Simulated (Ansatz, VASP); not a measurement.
Two plane-wave programs on P

The input INCAR:

```
PREC = Accurate
ENCUT = 520
EDIFF = 1E-7
ISMEAR = 0
SIGMA = 0.05
LREAL = F
LASPH = T
NELM = 60
ALGO = Normal
ISIF = 2
LWAVE = F
LCHARG = F
GGA = CA
NBANDS = 18
```

KPOINTS

```
Automatic mesh
0
Gamma
  10 1 8
```

File POSCAR:

```
P
1.0
    3.0901060936      0.0000000000      0.0000000000
    0.0000000000     32.8017220214      0.0000000000
    0.0000000000      0.0000000000      5.2307503211
P
4
Direct
    0.0000000000      0.9702614300      0.5921507200
    0.0000000000      0.0297385700      0.4078492800
    0.5000000000      0.0297385700      0.0921507200
    0.5000000000      0.9702614300      0.9078492800
```

Input for Ansatz:

```yaml
crystal:
  lattice:
    - [3.0901060936, 0.0, 0.0]
    - [0.0, 32.8017220214, 0.0]
    - [0.0, 0.0, 5.2307503211]
  atoms:
    - { symbol: P, position: [0.0, 0.97026143, 0.59215072] }
    - { symbol: P, position: [0.0, 0.02973857, 0.40784928] }
    - { symbol: P, position: [0.5, 0.02973857, 0.09215072] }
    - { symbol: P, position: [0.5, 0.97026143, 0.90784928] }
basis:
  ecutwfc: 420
kpoints:
  mp_grid: { grid: [10, 1, 8] }
hamiltonian:
  xc: lda
scf:
  occupations: { method: gaussian, width: 0.05 }
output:
  forces: true
  stress: true
  eigenvalues: true
```

Alike in both runs: task single point; functional LDA; k mesh 10 × 1 × 8; occupations gaussian, width 0.05 eV; no spin polarisation.

|  | VASP | Ansatz |
| --- | --- | --- |
| version | VASP 6.6.1 | Ansatz 0.2.0 |
| potentials or method | VASP PAW LDA potentials, release 64 (P), cutoff 520 eV | scalar-relativistic, plane waves, PAW |
| valence electrons in the cell | 20 | 20 |

|  | VASP | Ansatz | Ansatz less VASP |
| --- | --- | --- | --- |
| gap on the k mesh at the Fermi level (eV) | 0.63 | 0.63 | +0.004 |
| least direct gap on the mesh (eV) | 1.14 | 1.12 | -0.017 |
| rms of the force components (eV/Å) | 0.965 | 0.964 | -0.0008 |

LDA's correlation is that of Perdew and Zunger in VASP and of Perdew and Wang (1992) in Ansatz. Atom by atom the forces differ by 0.023 eV/Å (rms over components).
